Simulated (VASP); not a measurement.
A run of VASP 6.6.1:

File INCAR:

```
SYSTEM = BaZrO3
PREC = Accurate ; ENCUT = 520
EDIFF = 1E-6 ; ISMEAR = 0
SIGMA = 0.05 ; LREAL = .False.
LASPH = .True. ; NELM = 150
ALGO = Normal ; ISIF = 2
LWAVE = .False. ; LCHARG = .False.
MAGMOM = 0 0 0 0 0 0 0 0 0 0 0 0 0 0 0 ; LORBIT = 11
LSORBIT = .True. ; GGA_COMPAT = .False.
LORBMOM = .True. ; LMAXMIX = 4
GGA = PE ; NBANDS = 55
```

File KPOINTS:

```
Automatic mesh
0
Gamma
  6 6 6
  0 0 0
```

File POSCAR:

```
BaZrO3
1.0
    4.2551702390      0.0000000000      0.0000000000
    0.0000000000      4.2551702390      0.0000000000
    0.0000000000      0.0000000000      4.2551702390
Ba Zr O
1 1 3
Direct
    0.0000000000      0.0000000000      0.0000000000
    0.5000000000      0.5000000000      0.5000000000
    0.0000000000      0.5000000000      0.5000000000
    0.5000000000      0.5000000000      0.0000000000
    0.5000000000      0.0000000000      0.5000000000
```

Potentials or basis: VASP PAW PBE potentials, release 64 (Ba_sv, Zr_sv, O).

The run is started by

```sh
$ cat potpaw_PBE.64/Ba_sv/POTCAR potpaw_PBE.64/Zr_sv/POTCAR potpaw_PBE.64/O/POTCAR > POTCAR
$ mpirun -np 1 vasp_ncl > vasp.out
```

Hardware: 1 thread of Intel(R) Xeon(R) 6975P-C (Granite Rapids), with other jobs on the host.

Question: How long does it take, and how much memory?

Answer: Run time: 75 s on 1 thread of Intel(R) Xeon(R) 6975P-C (Granite Rapids) (shared host), peak memory 0.4 GiB. Counts: scf iterations 15, k points 20.
